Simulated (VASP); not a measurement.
# PtSe2 (P-3m1) in VASP: vibrations by perturbation theory with PBE

Aim: the vibrations by perturbation theory of PtSe2 with PBE.

Everything below comes from runs of VASP 6.6.1. Logs are shortened: lines on timing, memory, paths and dates and some standing lists are left out, and cuts for length are marked.

## (1) The cell of the first run

Symmetry: P-3m1, No. 164, trigonal system. The conventional cell has a = 3.752 Å, b = 3.752 Å, c = 6.501 Å, α = 90.00°, β = 90.00°, γ = 120.00°. Within 3.3 Å of Pt (site symmetry -3m) lie 6 Se at 2.53 Å. Within 3.4 Å of Se (site symmetry 3m) lie 3 Pt at 2.53 Å and 3 Se at 3.39 Å.

## (2) Vibrations by perturbation theory, PBE

The input, INCAR:

```
SYSTEM = PtSe2
PREC     = Accurate       ! precision mode
ENCUT    = 520            ! plane-wave cutoff, eV
EDIFF    = 1E-8           ! SCF threshold, eV
ISMEAR   = 0              ! smearing method
SIGMA    = 0.01           ! smearing width, eV
LREAL    = .False.        ! projectors in reciprocal space
LASPH    = .True.         ! aspherical terms in the spheres
NELM     = 80             ! most SCF steps
ALGO     = Normal         ! electronic algorithm
ISIF     = 2              ! what is computed and relaxed
LWAVE    = .False.        ! write WAVECAR
LCHARG   = .False.        ! write CHGCAR
GGA      = PE             ! functional
NBANDS   = 18             ! bands
IBRION   = 8              ! ionic algorithm
NSW      = 1              ! ionic steps
LEPSILON = .True.         ! dielectric tensor by DFPT
```

The input, KPOINTS:

```
regular mesh
0
Gamma
  12 12 4
  0 0 0
```

The input, POSCAR:

```
PtSe2
1.0
    3.7515595178      0.0000000000      0.0000000000
   -1.8757797589      3.2489458462      0.0000000000
    0.0000000000      0.0000000000      6.5013337589
Pt Se
1 2
Direct
    0.0000000000      0.0000000000      0.0000000000
    0.6666666667      0.3333333333      0.7990307871
    0.3333333333      0.6666666667      0.2009692129
```

Potentials or basis: VASP PAW PBE potentials, release 64 (Pt, Se).

Started as:

```bash
cat potpaw_PBE.64/Pt/POTCAR potpaw_PBE.64/Se/POTCAR > POTCAR
mpirun -np 1 vasp_std > vasp.out
```

OUTCAR:

```text
SYSTEM = PtSe2
   PREC = Accurate
   ENCUT = 520
   EDIFF = 1E-8
   ISMEAR = 0
   LREAL = .False.
   LASPH = .True.
   NELM = 80
   ISIF = 2
   GGA = PE
   IBRION = 8
   NSW = 1
   LEPSILON = .True.

 ion  position               nearest neighbor table
   1  0.000  0.000  0.000-   2 2.53   3 2.53   3 2.53   2 2.53   2 2.53   3 2.53
   2  0.667  0.333  0.799-   1 2.53   1 2.53   1 2.53
   3  0.333  0.667  0.201-   1 2.53   1 2.53   1 2.53

  LATTYP: Found a hexagonal cell.
 ALAT       =     3.7515595178
 C/A-ratio  =     1.7329683104

  Lattice vectors:

 A1 = (   3.7515595178,   0.0000000000,   0.0000000000)
 A2 = (  -1.8757797589,   3.2489458462,   0.0000000000)
 A3 = (   0.0000000000,   0.0000000000,   6.5013337589)

Analysis of symmetry for initial positions (statically):
=====================================================================
 Subroutine PRICEL returns:
 Original cell was already a primitive cell.

 Routine SETGRP: Setting up the symmetry group for a
 hexagonal supercell.

 Subroutine GETGRP returns: Found 12 space group operations
 (whereof 12 operations were pure point group operations)
 out of a pool of 24 trial point group operations.

The static configuration has the point symmetry D_3d.

Analysis of symmetry for dynamics (positions and initial velocities):
=====================================================================
 Subroutine PRICEL returns:
 Original cell was already a primitive cell.

 Routine SETGRP: Setting up the symmetry group for a
 hexagonal supercell.

 Subroutine GETGRP returns: Found 12 space group operations
 (whereof 12 operations were pure point group operations)
 out of a pool of 24 trial point group operations.

The dynamic configuration has the point symmetry D_3d.

 Subroutine INISYM returns: Found 12 space group operations
 (whereof 12 operations are pure point group operations),
 and found     1 'primitive' translations

----------------------------------------------------------------------------------------

                                     Primitive cell

  volume of cell :      79.2422

  direct lattice vectors                    reciprocal lattice vectors
     3.751559518  0.000000000  0.000000000     0.266555814  0.153896071  0.000000000
    -1.875779759  3.248945846  0.000000000     0.000000000  0.307792142  0.000000000
     0.000000000  0.000000000  6.501333759     0.000000000  0.000000000  0.153814592

  length of vectors
     3.751559518  3.751559518  6.501333759     0.307792142  0.307792142  0.153814592

  position of ions in fractional coordinates (direct lattice)
     0.000000000  0.000000000  0.000000000
     0.666666667  0.333333333  0.799030787
     0.333333333  0.666666667  0.200969213

  ion indices of the primitive-cell ions
   primitive index   ion index
                 1           1
                 2           2
                 3           3

----------------------------------------------------------------------------------------

 KPOINTS: regular mesh

Automatic generation of k-mesh.
 Grid dimensions read from file:
 generate k-points for:   12   12    4

 Generating k-lattice:

  Cartesian coordinates                     Fractional coordinates (reciprocal lattice)
     0.022212984  0.012824673  0.000000000     0.083333333  0.000000000  0.000000000
     0.000000000  0.025649345  0.000000000     0.000000000  0.083333333  0.000000000
     0.000000000  0.000000000  0.038453648     0.000000000  0.000000000  0.250000000

  Length of vectors
     0.025649345  0.025649345  0.038453648

  Shift w.r.t. Gamma in fractional coordinates (k-lattice)
     0.000000000  0.000000000  0.000000000

 Subroutine IBZKPT returns following result:
 ===========================================

 Found     69 irreducible k-points:
[... 645 lines left out ...]

------------------------ aborting loop because EDIFF is reached ----------------------------------------

--------------------------------------- Ionic step        2  -------------------------------------------

------------------------ aborting loop because EDIFF is reached ----------------------------------------

--------------------------------------- Ionic step        3  -------------------------------------------

------------------------ aborting loop because EDIFF is reached ----------------------------------------

 PIEZOELECTRIC TENSOR FIELD DIRECTION 3  (e Angst)
 -----------------------------------------------------------------------------
     0.00202  0.00000  0.00000           (  0.00003  0.00000  0.00000)
     0.00000  0.00202 -0.00000           (  0.00000  0.00003  0.00000)
    -0.00000 -0.00000 -0.00842           (  0.00000  0.00000 -0.00005)

 PIEZOELECTRIC TENSOR FIELD DIRECTION 3  (C/m^2)
 -----------------------------------------------------------------------------
     0.00041  0.00000  0.00000
     0.00000  0.00041 -0.00000
    -0.00000 -0.00000 -0.00170

--------------------------------------- Ionic step        4  -------------------------------------------

------------------------ aborting loop because EDIFF is reached ----------------------------------------

[... ionic steps 5 to 5 ...]

--------------------------------------- Ionic step        6  -------------------------------------------

------------------------ aborting loop because EDIFF is reached ----------------------------------------

--------------------------------------- Ionic step        7  -------------------------------------------

------------------------ aborting loop because EDIFF is reached ----------------------------------------

[... ionic steps 8 to 8 ...]

--------------------------------------- Ionic step        9  -------------------------------------------

 Free energy of the ion-electron system (eV)
  ---------------------------------------------------
  ---------------------------------------------------
  free energy    TOTEN  =        -0.09764607 eV

  energy without entropy =       -0.09764607

------------------------ aborting loop because EDIFF is reached ----------------------------------------

 INTERNAL STRAIN TENSOR  FOR ION    2  DIRECTION 3   (eV/Angst):
 -----------------------------------------------------------------------------
    11.49441  0.00000  0.00000
     0.00000 11.49441  0.00000
     0.00000 -0.00000 14.57919

 MACROSCOPIC STATIC DIELECTRIC TENSOR (including local field effects in DFT)
 ------------------------------------------------------
          16.904368     0.000000     0.000000
           0.000000    16.904368    -0.000000
           0.000000     0.000000     5.402291
 ------------------------------------------------------

 PIEZOELECTRIC TENSOR (including local field effects)  for field in x, y, z        (e  Angst)
          XX          YY          ZZ          XY          YZ          ZX
  --------------------------------------------------------------------------------
  x     0.00000     0.00000     0.00000     0.00000     0.00000     0.00000
  y     0.00000     0.00000     0.00000     0.00000     0.00000     0.00000
  z     0.00000     0.00000     0.00000     0.00000     0.00000     0.00000

 PIEZOELECTRIC TENSOR (including local field effects)  for field in x, y, z        (C/m^2)
          XX          YY          ZZ          XY          YZ          ZX
  --------------------------------------------------------------------------------
  x     0.00000     0.00000     0.00000     0.00000     0.00000     0.00000
  y     0.00000     0.00000     0.00000     0.00000     0.00000     0.00000
  z     0.00000     0.00000     0.00000     0.00000     0.00000     0.00000

 BORN EFFECTIVE CHARGES (including local field effects) (in |e|, cummulative output)
 ---------------------------------------------------------------------------------
 ion    1
    1     2.39102     0.00000     0.00000
    2     0.00000     2.39102     0.00000
    3     0.00000     0.00000    -0.07939
 ion    2
    1    -1.19551     0.00000     0.00000
    2     0.00000    -1.19551     0.00000
    3     0.00000    -0.00000     0.03970
 ion    3
    1    -1.19551     0.00000    -0.00000
    2     0.00000    -1.19551     0.00000
    3     0.00000    -0.00000     0.03970

 INTERNAL STRAIN TENSOR FOR ION    3 for displacements in x,y,z  (eV/Angst):
          X           Y           Z          XY          YZ          ZX
  --------------------------------------------------------------------------------
  x     0.00000     0.00000     0.00000     5.51108     0.00000   -10.50509
  y     5.51108    -5.51108     0.00000     0.00000   -11.07764     0.00000
  z   -11.49441   -11.49441   -14.57919     0.00000     0.00000     0.00000

 SECOND DERIVATIVES (NOT SYMMETRIZED)
 ------------------------------------
               1X          1Y          1Z          2X          2Y          2Z          3X          3Y          3Z
  1X   -14.550039    0.000000    0.000000    7.275019    0.000000    0.000000    7.275019    0.000000    0.000000
  1Y     0.000000  -14.550039    0.000000    0.000000    7.275019    0.000000    0.000000    7.275019    0.000000
  1Z     0.000000    0.000000  -15.894837    0.000000    0.000000    7.947419    0.000000    0.000000    7.947419
  2X     7.277809    0.000000    0.000000   -7.820527    0.000000    0.000000    0.542718    0.000000    0.000000
  2Y     0.000000    7.277809    0.000000    0.000000   -7.820527    0.000000    0.000000    0.542718    0.000000
  2Z     0.000000    0.000000    7.948913    0.000000    0.000000   -9.561924    0.000000    0.000000    1.613011
  3X     7.277809    0.000000    0.000000    0.542718    0.000000    0.000000   -7.820527    0.000000    0.000000
  3Y     0.000000    7.277809    0.000000    0.000000    0.542718    0.000000    0.000000   -7.820527    0.000000
  3Z     0.000000    0.000000    7.948913    0.000000    0.000000    1.613011    0.000000    0.000000   -9.561924

 Eigenvectors and eigenvalues of the dynamical matrix
 ----------------------------------------------------

   1 f  =    6.672118 THz    41.922156 2PiTHz  222.557910 cm-1    27.593652 meV
             X         Y         Z           dx          dy          dz
      0.000000  0.000000  0.000000    -0.000000    0.000000   -0.668819
      1.875780  1.082982  5.194766     0.000000   -0.000000    0.525681
     -0.000000  2.165964  1.306568     0.000000   -0.000000    0.525681
[... 43 lines left out ...]
   9 f/i=    0.000609 THz     0.003823 2PiTHz    0.020298 cm-1     0.002517 meV
             X         Y         Z           dx          dy          dz
      0.000000  0.000000  0.000000    -0.593661    0.447545    0.000000
      1.875780  1.082982  5.194766    -0.377618    0.284676    0.000000
     -0.000000  2.165964  1.306568    -0.377618    0.284676    0.000000

--------------------------------------------------------------------------------------------------------

 MACROSCOPIC STATIC DIELECTRIC TENSOR IONIC CONTRIBUTION
 ------------------------------------------------------
           0.897130    -0.000000     0.000000
          -0.000000     0.897130    -0.000000
           0.000000    -0.000000     0.000906
 ------------------------------------------------------

 ELASTIC MODULI CONTR FROM IONIC RELAXATION (kBar)
 Direction    XX          YY          ZZ          XY          YZ          ZX
 --------------------------------------------------------------------------------
 XX        -624.9458   -331.2405   -606.3996     -0.0000    295.1840      0.0000
 YY        -331.2405   -624.9458   -606.3996      0.0000   -295.1840     -0.0000
 ZZ        -606.3996   -606.3996   -769.1399      0.0000      0.0000     -0.0000
 XY          -0.0000      0.0000      0.0000   -146.8527      0.0000    279.9274
 YZ         295.1840   -295.1840      0.0000      0.0000   -593.3402     -0.0000
 ZX           0.0000     -0.0000     -0.0000    279.9274     -0.0000   -533.5916
 --------------------------------------------------------------------------------

 PIEZOELECTRIC TENSOR IONIC CONTR  for field in x, y, z        (C/m^2)
          XX          YY          ZZ          XY          YZ          ZX
  --------------------------------------------------------------------------------
  x    -0.00000     0.00000     0.00000     0.00000     0.00000    -0.00000
  y    -0.00000     0.00000    -0.00000     0.00000     0.00000    -0.00000
  z    -0.00000     0.00000    -0.00000    -0.00000     0.00000     0.00000
```

Run time: 42 min. Hardware: 1 thread of Intel Xeon Platinum 8259CL at 2.50GHz (Skylake/Cascade Lake), shared host; peak memory 0.97 GiB.

Results:

```
Electronic dielectric tensor (diagonal)                 : 16.90, 16.90, 5.40
Born charges (mean of the diagonal)                     : Pt +1.57; Se -0.78 e
Highest phonon frequency at Γ, LO-TO splitting left out : 223 cm⁻¹
```

Phonon frequencies in cm⁻¹ (negative: imaginary):
```
              q point                    frequencies
(0.000, 0.000, 0.000)  0 0 0 170 170 196 213 213 223
```

Electronic dielectric tensor:
```
16.90  0.00  0.00
 0.00 16.90  0.00
 0.00  0.00  5.40
```

Born effective charge tensors (e):
atom 1, Pt
```
 2.39  0.00  0.00
 0.00  2.39  0.00
 0.00  0.00 -0.08
```
atom 2, Se
```
-1.20  0.00  0.00
 0.00 -1.20  0.00
 0.00  0.00  0.04
```
atom 3, Se
```
-1.20  0.00  0.00
 0.00 -1.20  0.00
 0.00  0.00  0.04
```

Caveat: spin-orbit coupling is left out, which moves the levels of the heavy elements.
